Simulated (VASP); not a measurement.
# Sc8Pd8Pt in VASP: single point with PBE

Aim: the single point of Sc8Pd8Pt with PBE.

Program: VASP 6.6.1. These are calculated values, not measurements. Logs are shortened: lines on timing, memory, paths and dates and some standing lists are left out, and cuts for length are marked.

## (1) The cell of the first run

The cell holds a slab with vacuum, 17 atoms: a = 6.599 Å, b = 6.599 Å, c = 17.949 Å, α = 90.00°, β = 90.00°, γ = 90.00°.

## (2) Single point, PBE

INCAR

```
SYSTEM = Sc8Pd8Pt
PREC     = Accurate       ! precision mode
ENCUT    = 520            ! plane-wave cutoff, eV
EDIFF    = 1E-6           ! SCF threshold, eV
ISMEAR   = -1             ! smearing method
SIGMA    = 0.1            ! smearing width, eV
LREAL    = Auto         
LASPH    = .TRUE.         ! aspherical terms in the spheres
NELM     = 80             ! most SCF steps
ALGO     = Normal         ! electronic algorithm
ISIF     = 2              ! what is computed and relaxed
LWAVE    = .FALSE.        ! write WAVECAR
LCHARG   = .FALSE.        ! write CHGCAR
GGA      = PE             ! functional
NBANDS   = 103            ! bands
```

KPOINTS

```
Automatic mesh
0
G
  3 3 1
  0 0 0
```

POSCAR

```
Sc8Pd8Pt
1.0
    6.5989330000      0.0000000000      0.0000000000
    0.0000000000      6.5989330000      0.0000000000
    0.0000000000      0.0000000000     17.9491990000
Sc Pd Pt
8 8 1
Direct
    0.2666340149      0.2389628748      0.1381231552
    0.2180352490      0.2447971513      0.3400374579
    0.2499646534      0.7385284863      0.1263566135
    0.2310676590      0.7649266935      0.3236356118
    0.7474693257      0.2426301343      0.1261114772
    0.7434535250      0.2241271430      0.3184153232
    0.7630021399      0.7738523789      0.1480456036
    0.7783985684      0.7343308380      0.3178136250
    0.0000000000      0.0000000000      0.0557127925
    0.0213519367     -0.0039551849      0.2206783712
    0.0000000000      0.5000050766      0.0557127925
    0.0035914897      0.4533914801      0.2428464914
    0.5000050766      0.0000000000      0.0557127925
    0.4849874972     -0.0281257591      0.2278987491
    0.5000050766      0.5000050766      0.0557127925
    0.5119312471      0.4943829555      0.2463341122
    1.0205134679     -0.0357330496      0.4021739354
```

Potentials or basis: VASP PAW PBE potentials, release 64 (Sc_sv, Pd, Pt).

Run with:

```sh
$ cat potpaw_PBE.64/Sc_sv/POTCAR potpaw_PBE.64/Pd/POTCAR potpaw_PBE.64/Pt/POTCAR > POTCAR
$ mpirun -np 1 vasp_std > vasp.out
```

OUTCAR:

```text
SYSTEM = Sc8Pd8Pt
   PREC = Accurate
   ENCUT = 520
   EDIFF = 1E-6
   ISMEAR = -1
   LREAL = Auto
   LASPH = .TRUE.
   NELM = 80
   ISIF = 2
   GGA = PE

 ion  position               nearest neighbor table
   1  0.267  0.239  0.138-  13 2.65  10 2.72  15 2.74   9 2.79  14 2.79  11 2.87  12 2.92  16 3.04
                             5 3.18   3 3.31   3 3.31
   2  0.218  0.245  0.340-  17 2.52  12 2.63  10 2.99  16 3.05   6 3.16   4 3.18  14 3.22
   3  0.250  0.739  0.126-  11 2.61  15 2.61   9 2.70  13 2.70  10 2.83  14 2.85  16 3.20   7 3.25
                            12 3.25   1 3.31   1 3.31   7 3.42
   4  0.231  0.765  0.324-  17 2.38  14 2.76  10 2.77  16 2.92  12 2.93   8 3.00   2 3.18
   5  0.747  0.243  0.126-  13 2.61   9 2.63  15 2.67  11 2.69  10 2.97  12 3.03  14 3.09   7 3.12
                            16 3.14   1 3.18
   6  0.743  0.224  0.318-  12 2.66  16 2.68  14 2.88  17 2.92  10 2.95   2 3.16   8 3.24   8 3.37

   7  0.763  0.774  0.148-  10 2.60  14 2.67   9 2.72  13 2.83  11 2.91  15 3.00  16 3.04   8 3.06
                             5 3.12  12 3.14   3 3.25   3 3.42
   8  0.778  0.734  0.318-  17 2.67  16 2.69  12 2.73  10 2.93  14 2.97   4 3.00   7 3.06   6 3.24
                             6 3.37
   9  0.000  0.000  0.056-   5 2.63   3 2.70   7 2.72   1 2.79  10 2.96  11 3.30  13 3.30  11 3.30
                            13 3.30
  10  0.021  0.996  0.221-   7 2.60   1 2.72   4 2.77   3 2.83   8 2.93   6 2.95   9 2.96   5 2.97
                             2 2.99  12 3.05  14 3.07  17 3.26
  11  0.000  0.500  0.056-   3 2.61   5 2.69   1 2.87   7 2.91   9 3.30  15 3.30  15 3.30   9 3.30
                            12 3.37
  12  0.004  0.453  0.243-   2 2.63   6 2.66   8 2.73   1 2.92   4 2.93   5 3.03  10 3.05   7 3.14
                             3 3.25  16 3.26  16 3.37  11 3.37
  13  0.500  0.000  0.056-   5 2.61   1 2.65   3 2.70   7 2.83  14 3.10   9 3.30  15 3.30  15 3.30
                             9 3.30
  14  0.485  0.972  0.228-   7 2.67   4 2.76   1 2.79   3 2.85   6 2.88   8 2.97  10 3.07   5 3.09
                            13 3.10  16 3.17   2 3.22
  15  0.500  0.500  0.056-   3 2.61   5 2.67   1 2.74   7 3.00  11 3.30  13 3.30  13 3.30  11 3.30
                            16 3.42
  16  0.512  0.494  0.246-   6 2.68   8 2.69   4 2.92   1 3.04   7 3.04   2 3.05   5 3.14  14 3.17
                             3 3.20  12 3.26  12 3.37  15 3.42
  17  0.021  0.964  0.402-   4 2.38   2 2.52   8 2.67   6 2.92  10 3.26

  LATTYP: Found a simple tetragonal cell.
 ALAT       =     6.5989330000
 C/A-ratio  =     2.7200153419

  Lattice vectors:

 A1 = (   6.5989330000,   0.0000000000,   0.0000000000)
 A2 = (   0.0000000000,   6.5989330000,   0.0000000000)
 A3 = (   0.0000000000,   0.0000000000,  17.9491990000)

Analysis of symmetry for initial positions (statically):
=====================================================================
 Subroutine PRICEL returns:
 Original cell was already a primitive cell.
[... 145 lines left out ...]
   EMIN   =  10.00;   EMAX   =-10.00  energy-range for DOS
   EFERMI =   0.00;   METHOD = LEGACY
   ISMEAR =    -1;   SIGMA  =   0.10  broadening in eV -4-tet -1-fermi 0-gaus
   EFERMI_NEDOS =   21; number of points for ismear=-14 and -15
   IALGO  =     38    algorithm
   IMIX   =      4    mixing-type and parameters
     AMIX     =   0.40;   BMIX     =  1.00
     AMIX_MAG =   1.60;   BMIX_MAG =  1.00
  volume/ion in A,a.u.               =      45.98       310.27
  Fermi-wavevector in a.u.,A,eV,Ry     =   0.999733  1.889221 13.598559  0.999466
  Thomas-Fermi vector in A             =   2.132043
   LORBIT       =      0    0 simple, 1 ext, 2 COOP (PROOUT), +10 PAW based schemes
   GGA     = PE    functional components
   LHFCALC =     F    Hartree Fock is set to
   AEXX    =    0.0000 exact exchange contribution
   IVDW    =     0    specifies the selected vdW correction
   LEPSILON=     F    determine dielectric tensor
   LRPA    =     F    only Hartree local field effects (RPA)
 non-spin polarized calculation
  energy-cutoff  :      520.00
  volume of cell :      781.61
 maximum number of plane-waves:     21099
 NGX is ok and might be reduce to    50
   NGX = 25   NGY = 25   NGZ = 67

 number of electron     177.9999997 magnetization

 Free energy of the ion-electron system (eV)
  ---------------------------------------------------
  ext. energy  EPLUGINS =         0.00000000
  ---------------------------------------------------
  free energy    TOTEN  =      -104.39838776 eV

  energy without entropy =     -103.98922242  energy(sigma->0) =     -104.19380509

 E-fermi :   0.3965     XC(G=0):  -5.6532

 val. band max:        0.2539444637   @ k =   0.3333   0.0000   0.0000
 cond. band min:       0.4058225800   @ k =   0.3333   0.0000   0.0000
 fundamental gap:      0.1518781163
 Fermi energy:         0.3964995243

 k-point     1 :       0.0000    0.0000    0.0000
  band No.  band energies     occupation
      1     -49.8770      2.00000
      2     -49.8409      2.00000
      3     -49.7225      2.00000
      4     -49.5097      2.00000
      5     -49.3629      2.00000
      6     -49.3339      2.00000
[... 509 lines left out ...]
    100       1.4757      0.00004
    101       1.5487      0.00002
 [bands above 101 left out]

------------------------ aborting loop because EDIFF is reached ----------------------------------------

  FORCE on cell =-STRESS in cart. coord.  units (eV):
  Direction    XX          YY          ZZ          XY          YZ          ZX
  --------------------------------------------------------------------------------------
  -------------------------------------------------------------------------------------
  Total       -0.5202763     -1.3415921      1.9294814      0.0566495      1.2421733     -2.1038151
  in kB       -1.0664785     -2.7500372      3.9551109      0.1161219      2.5462454     -4.3124655
  external PRESSURE =       0.0461984 kB  Pullay stress =       0.0000000 kB

 VOLUME and BASIS-vectors are now :
 -----------------------------------------------------------------------------
  energy-cutoff  :      520.00
  volume of cell :      781.61
      direct lattice vectors                 reciprocal lattice vectors
     6.598933000  0.000000000  0.000000000     0.151539650  0.000000000  0.000000000
     0.000000000  6.598933000  0.000000000     0.000000000  0.151539650  0.000000000
     0.000000000  0.000000000 17.949199000     0.000000000  0.000000000  0.055712793

 POSITION                                       TOTAL-FORCE (eV/Angst)
 -----------------------------------------------------------------------------------
      1.75950      1.57690      2.47920        -0.396745      0.656995     -0.101096
      1.43880      1.61540      6.10340         0.971471      0.471794     -0.912798
      1.64950      4.87350      2.26800         0.213009     -0.147822      0.775395
      1.52480      5.04770      5.80900         1.806639     -1.290665     -1.298512
      4.93250      1.60110      2.26360         0.318327      0.871988      0.889623
      4.90600      1.47900      5.71530        -0.170121     -0.485155     -0.074135
[... 9 lines left out ...]
      3.37820      3.26240      4.42150        -0.358762     -0.071568     -0.148483
      0.13537      6.36313      7.21870        -1.572052      0.710869      1.629489
 -----------------------------------------------------------------------------------
    total drift:                               -0.009813     -0.001243      0.000439

  FREE ENERGIE OF THE ION-ELECTRON SYSTEM (eV)
  ---------------------------------------------------
  free  energy   TOTEN  =      -104.3983877593 eV

  energy  without entropy=     -103.9892224157  energy(sigma->0) =     -104.19380509
```

stdout:

```text
POSCAR found type information on POSCAR ScPdPt
 POSCAR found :  3 types and      17 ions
 scaLAPACK will be used
 LDA part: xc-table for (Slater+PW92), standard interpolation
 POSCAR, INCAR and KPOINTS ok, starting setup
 FFT: planning ... GRIDC
 FFT: planning ... GRID_SOFT
 FFT: planning ... GRID
 WAVECAR not read
 entering main loop
```

It took 16 min on 1 thread of Intel Xeon Platinum 8488C (Sapphire Rapids), shared host; peak memory 0.84 GiB.

Results:

```
Free energy            : -104.3984 eV
Largest force          : 2.572 eV/Å
Band gap on the k mesh : zero (bands 89 and 90 overlap by 0.07 eV)
```

Forces on the atoms (eV/Å):
```
Sc  -0.397  0.657 -0.101
Sc   0.971  0.472 -0.913
Sc   0.213 -0.148  0.775
Sc   1.807 -1.291 -1.299
Sc   0.318  0.872  0.890
Sc  -0.170 -0.485 -0.074
Sc  -0.526 -1.646 -1.252
Sc  -0.802 -0.007  0.356
Pd   0.101 -0.046 -0.359
Pd   0.032  0.405  0.476
Pd  -0.112 -0.049  0.039
Pd   0.083  0.424 -0.415
Pd   0.099 -0.281 -0.273
Pd   0.072  0.454  0.696
Pd   0.240  0.031 -0.028
Pd  -0.359 -0.072 -0.148
Pt  -1.572  0.711  1.629
```

Levels at points of the mesh, in eV from the Fermi level:
```
           k point  band 85  band 86  band 87  band 88  band 89  band 90  band 91  band 92  band 93  band 94
(0.00, 0.00, 0.00)    -0.59    -0.50    -0.43    -0.40    -0.29     0.04     0.08     0.15     0.19     0.34
```

Caveat: the atoms stand as in a frame of molecular dynamics; there is no dipole correction, which matters where the two faces differ; spin-orbit coupling is left out, which moves the levels of the heavy elements.

The gap in the log of VASP goes by the Fermi energy; the results here count the filled bands.